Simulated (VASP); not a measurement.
# Ru: relaxation of cell and atoms with PBE

Ru:

```
Ru
1.0
    -1.50986    1.50986    1.50986
     1.50986   -1.50986    1.50986
     1.50986    1.50986   -1.50986
Ru
1
Direct
  0.00000 0.00000 0.00000
```

```
Program                : VASP 6.6.1
Task                   : relaxation of cell and atoms
Functional             : PBE
Potentials or basis    : VASP PAW PBE potentials, release 64 (Ru_pv)
Cutoff                 : 600 eV
k mesh                 : 19 × 19 × 19
Occupations            : fermi-dirac, width 0.05 eV
Spin                   : no spin polarisation
Dipole correction      : no
Further INCAR settings : ALGO = Normal; EDIFF = 1e-06; IBRION = 2; EDIFFG = -0.005; NSW = 60; ISIF = 3
```

| Quantity | Value |
| --- | --- |
| Relaxed volume | 14.23 Å³/atom |
| Relaxed cell | a = 2.644 Å, b = 2.644 Å, c = 2.644 Å, α = 109.47°, β = 109.47°, γ = 109.47° |
| Space group after relaxing (to 0.05 Å) | Im-3m (No. 229) |
| Energy gained by relaxing | 13.8 meV/atom |
| Ionic steps | 17 |
| Pressure after relaxing | 0.0 GPa |
| Band gap on the k mesh | zero (band 7 reaches 13.82 eV, above the bottom of band 8 at 10.33 eV) |

Step by step:
```csv
step,energy change (eV),largest force (eV/Å),pressure (GPa),volume (Å³)
1,0.0000,0.0000,9.96,13.77
2,0.0764,0.0000,-20.07,15.55
3,-0.0137,0.0000,-0.28,14.24
4,-0.0138,0.0000,-0.06,14.23
5,-0.0138,0.0000,0.12,14.22
6,-0.0138,0.0000,0.13,14.22
7,-0.0138,0.0000,0.15,14.22
8,-0.0138,0.0000,0.10,14.22
9,-0.0138,0.0000,0.10,14.22
10,-0.0138,0.0000,0.10,14.22
11,-0.0138,0.0000,0.10,14.22
12,-0.0138,0.0000,0.10,14.22
13,-0.0138,0.0000,0.10,14.22
14,-0.0138,0.0000,0.11,14.22
15,-0.0138,0.0000,0.12,14.22
16,-0.0138,0.0000,0.06,14.22
17,-0.0138,0.0000,0.01,14.23
```

Final structure:
```
Ru
1.0
    -1.52642    1.52642    1.52642
     1.52642   -1.52642    1.52642
     1.52642    1.52642   -1.52642
Ru
1
Direct
  0.00000 0.00000 0.00000
```

Levels at points of the mesh, in eV from the Fermi level:
```tsv
k point	band 5	band 6	band 7	band 8	band 9	band 10
(0.00, 0.00, 0.00)	-2.74	-2.74	-2.74	-0.10	-0.10	10.56
```

Run time: 4.1 min on 1 thread of AMD EPYC 9R45 (Zen 5) (shared host), peak memory 0.15 GiB.
